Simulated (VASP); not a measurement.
# Cu12O in VASP: single point with LDA

Aim: the single point of Cu12O with LDA.

Program: VASP 6.6.1. These are calculated values, not measurements. Logs are shortened: lines on timing, memory, paths and dates and some standing lists are left out, and cuts for length are marked.

### 1 The cell of the first run

The cell holds a slab with vacuum, 13 atoms: a = 5.105 Å, b = 5.105 Å, c = 17.168 Å, α = 90.00°, β = 90.00°, γ = 60.00°.

### 2 Single point, LDA

Input file INCAR:

```
PREC = Accurate ; ENCUT = 520
EDIFF = 1E-6 ; ISMEAR = 0
SIGMA = 0.15 ; LREAL = F
LASPH = T ; NELM = 80
ALGO = Normal ; ISIF = 2
LWAVE = F ; LCHARG = F
GGA = CA ; NBANDS = 81
```

Input file KPOINTS:

```
regular mesh
0
Gamma
  4 4 1
```

Input file POSCAR:

```
Cu12O
1.0
    5.1053110000      0.0000000000      0.0000000000
    2.5526550000      4.4213290000      0.0000000000
    0.0000000000      0.0000000000     17.1684690000
Cu O
12 1
Direct
    0.1666667000      0.1666667000      0.0582463000
    0.6666667000      0.1666667000      0.0582463000
    0.1666667000      0.6666667000      0.0582463000
    0.6666667000      0.6666667000      0.0582463000
   -0.1666302415      0.3336716374      0.1718207667
    0.3319135474      0.3365759488      0.1727845936
   -0.1635149600      0.8321061363      0.1727912641
    0.3316731862      0.8319681051      0.1728003319
    0.0057667593     -0.0110651567      0.2904484392
    0.5000444358      0.0002339966      0.2830098200
    0.0062611827      0.5065411092      0.2904220706
    0.4882383605      0.5062553210      0.2904345721
    0.8334542405      0.3342985124      0.3507054575
```

Potentials or basis: VASP PAW LDA potentials, release 64 (Cu, O).

Started as:

```
$ cat potpaw_LDA.64/Cu/POTCAR potpaw_LDA.64/O/POTCAR > POTCAR
$ mpirun -np 1 vasp_std > vasp.out
```

OUTCAR:

```text
PREC = Accurate
   ENCUT = 520
   EDIFF = 1E-6
   ISMEAR = 0
   LREAL = F
   LASPH = T
   NELM = 80
   ISIF = 2
   GGA = CA

 ion  position               nearest neighbor table
   1  0.167  0.167  0.058-   5 2.44   8 2.46   6 2.46   3 2.55   3 2.55   2 2.55   2 2.55   4 2.55
                             4 2.55
   2  0.667  0.167  0.058-   5 2.45   7 2.46   6 2.46   4 2.55   4 2.55   1 2.55   1 2.55   3 2.55
                             3 2.55
   3  0.167  0.667  0.058-   6 2.45   7 2.45   8 2.45   1 2.55   1 2.55   4 2.55   4 2.55   2 2.55
                             2 2.55
   4  0.667  0.667  0.058-   5 2.44   8 2.46   7 2.46   2 2.55   2 2.55   3 2.55   3 2.55   1 2.55
                             1 2.55
   5  0.833  0.334  0.172-   4 2.44   1 2.44   2 2.45   9 2.54  12 2.54  11 2.55   7 2.55   6 2.55
                             8 2.55   6 2.55   8 2.55   7 2.55
   6  0.332  0.337  0.173-  10 2.41   3 2.45   2 2.46   1 2.46  11 2.48  12 2.48   8 2.53   7 2.53
                             5 2.55   5 2.55   7 2.58   8 2.58
   7  0.836  0.832  0.173-  10 2.41   3 2.45   2 2.46   4 2.46  11 2.48   9 2.48   8 2.53   6 2.53
                             5 2.55   5 2.55   6 2.58   8 2.58
   8  0.332  0.832  0.173-  10 2.41   3 2.45   1 2.46   4 2.46  12 2.48   9 2.48   7 2.53   6 2.53
                             5 2.55   5 2.55   6 2.58   7 2.58
   9  0.006  0.989  0.290-  13 1.84  11 2.46  12 2.46   8 2.48   7 2.48   5 2.54  10 2.56  10 2.56
                            12 2.64  11 2.64
  10  0.500  0.000  0.283-   6 2.41   7 2.41   8 2.41  12 2.56   9 2.56  11 2.56  11 2.56   9 2.56
                            12 2.56
  11  0.006  0.507  0.290-  13 1.84  12 2.46   9 2.46   7 2.48   6 2.48   5 2.55  10 2.56  10 2.56
                             9 2.64  12 2.65
  12  0.488  0.506  0.290-  13 1.84  11 2.46   9 2.46   8 2.48   6 2.48   5 2.54  10 2.56  10 2.56
                             9 2.64  11 2.65
  13  0.833  0.334  0.351-  11 1.84  12 1.84   9 1.84

  LATTYP: Found a hexagonal cell.
 ALAT       =     5.1053107325
 C/A-ratio  =     3.3628646520

  Lattice vectors:

 A1 = (  -2.5526550000,  -4.4213290000,   0.0000000000)
 A2 = (   5.1053110000,   0.0000000000,   0.0000000000)
 A3 = (   0.0000000000,   0.0000000000,  17.1684690000)

Analysis of symmetry for initial positions (statically):
=====================================================================
 Subroutine PRICEL returns:
 Original cell was already a primitive cell.

 Routine SETGRP: Setting up the symmetry group for a
 hexagonal supercell.

[... 139 lines left out ...]
   EFERMI =   0.00;   METHOD = LEGACY
   ISMEAR =     0;   SIGMA  =   0.15  broadening in eV -4-tet -1-fermi 0-gaus
   EFERMI_NEDOS =   21; number of points for ismear=-14 and -15
   IALGO  =     38    algorithm
   IMIX   =      4    mixing-type and parameters
     AMIX     =   0.40;   BMIX     =  1.00
     AMIX_MAG =   1.60;   BMIX_MAG =  1.00
  volume/ion in A,a.u.               =      29.81       201.17
  Fermi-wavevector in a.u.,A,eV,Ry     =   1.160377  2.192794 18.319891  1.346474
  Thomas-Fermi vector in A             =   2.296960
   LORBIT       =      0    0 simple, 1 ext, 2 COOP (PROOUT), +10 PAW based schemes
   GGA     = CA    functional components
   LHFCALC =     F    Hartree Fock is set to
   AEXX    =    0.0000 exact exchange contribution
   IVDW    =     0    specifies the selected vdW correction
   LEPSILON=     F    determine dielectric tensor
   LRPA    =     F    only Hartree local field effects (RPA)
 non-spin polarized calculation
 Gauss-broadening in eV      SIGMA  =   0.15
  energy-cutoff  :      520.00
  volume of cell :      387.53
 maximum number of plane-waves:     10467
 NGX is ok and might be reduce to    40
   NGX = 19   NGY = 19   NGZ = 63

 number of electron     137.9999980 magnetization

 Free energy of the ion-electron system (eV)
  ---------------------------------------------------
  ext. energy  EPLUGINS =         0.00000000
  ---------------------------------------------------
  free energy    TOTEN  =       -58.52508469 eV

  energy without entropy =      -58.41856267  energy(sigma->0) =      -58.47182368

 E-fermi :  -0.5522     XC(G=0):  -5.9092

 val. band max:       -0.5604323998   @ k =   0.0000   0.5000   0.0000
 cond. band min:      -0.5304019160   @ k =   0.0000   0.0000   0.0000
 fundamental gap:      0.0300304838
 Fermi energy:        -0.5521589737

 k-point     1 :       0.0000    0.0000    0.0000
  band No.  band energies     occupation
      1     -18.9592      2.00000
      2      -9.4643      2.00000
      3      -7.2622      2.00000
      4      -6.3234      2.00000
      5      -6.3231      2.00000
      6      -6.1139      2.00000
[... 829 lines left out ...]
     80       5.2657      0.00000
     81       5.6479      0.00000

------------------------ aborting loop because EDIFF is reached ----------------------------------------

  FORCE on cell =-STRESS in cart. coord.  units (eV):
  Direction    XX          YY          ZZ          XY          YZ          ZX
  --------------------------------------------------------------------------------------
  -------------------------------------------------------------------------------------
  Total       -8.1843796     -8.1865180      0.4998160     -0.0002067     -0.0188187     -0.0137595
  in kB      -33.8368356    -33.8456763      2.0663987     -0.0008546     -0.0778025     -0.0568863
  external PRESSURE =     -21.8720377 kB  Pullay stress =       0.0000000 kB

 VOLUME and BASIS-vectors are now :
 -----------------------------------------------------------------------------
  energy-cutoff  :      520.00
  volume of cell :      387.53
      direct lattice vectors                 reciprocal lattice vectors
     5.105311000  0.000000000  0.000000000     0.195874453 -0.113088147  0.000000000
     2.552655000  4.421329000  0.000000000     0.000000000  0.226176337  0.000000000
     0.000000000  0.000000000 17.168469000     0.000000000  0.000000000  0.058246312

 POSITION                                       TOTAL-FORCE (eV/Angst)
 -----------------------------------------------------------------------------------
      1.27633      0.73689      1.00000         0.015119     -0.007232      0.002258
      3.82898      0.73689      1.00000        -0.013502     -0.007172      0.001522
      2.55266      2.94755      1.00000         0.000600      0.000839     -0.105087
      5.10531      2.94755      1.00000         0.000754      0.017773      0.002759
      5.10636      1.47527      2.94990        -0.000276     -0.000616     -0.021748
      2.55368      1.48811      2.96645        -0.000593      0.005401      0.000042
      6.39460      3.67901      2.96656         0.003475     -0.003317     -0.000225
      3.81702      3.67840      2.96672        -0.002648     -0.002162     -0.000587
      2.55385      4.37241      4.98656         0.000826     -0.092042     -0.027227
      2.55348      0.00103      4.85885         0.000878      0.001247      0.042448
      1.32499      2.23958      4.98610         0.074911      0.044155     -0.028527
      3.78490      2.23832      4.98632        -0.077371      0.046524     -0.027756
      5.10839      1.47804      6.02108        -0.002171     -0.003396      0.162128
 -----------------------------------------------------------------------------------
    total drift:                                0.000004      0.000101     -0.000389

  FREE ENERGIE OF THE ION-ELECTRON SYSTEM (eV)
  ---------------------------------------------------
  free  energy   TOTEN  =       -58.5250846906 eV

  energy  without entropy=      -58.4185626661  energy(sigma->0) =      -58.47182368
```

Wall time 29 min (1 thread of Intel Xeon 8259CL, shared host); peak memory 0.5 GiB.

Results:

* Free energy: -58.5251 eV
* Largest force: 0.162 eV/Å
* Band gap on the k mesh: zero (bands 69 and 70 overlap by 0.05 eV)

Forces in eV/Å, atoms in the order of the input:
```
Cu   0.015 -0.007  0.002
Cu  -0.014 -0.007  0.002
Cu   0.001  0.001 -0.105
Cu   0.001  0.018  0.003
Cu   0.000 -0.001 -0.022
Cu  -0.001  0.005  0.000
Cu   0.003 -0.003  0.000
Cu  -0.003 -0.002 -0.001
Cu   0.001 -0.092 -0.027
Cu   0.001  0.001  0.042
Cu   0.075  0.044 -0.029
Cu  -0.077  0.047 -0.028
O   -0.002 -0.003  0.162
```

Levels at points of the mesh, in eV from the Fermi level:
```csv
k point,band 67,band 68,band 69,band 70,band 71,band 72
"(0.00, 0.00, 0.00)",-1.09,0.02,0.02,0.17,0.71,1.18
"(0.50, 0.00, 0.00)",-1.08,-0.49,-0.01,0.07,0.75,1.11
"(0.50, 0.50, 0.00)",-1.08,-0.49,-0.01,0.07,0.75,1.11
"(0.00, 0.50, 0.00)",-1.08,-0.49,-0.01,0.07,0.75,1.11
```

With open d or f shells a metallic result of LDA can be an artefact of self-interaction; +U or a hybrid may open a gap.
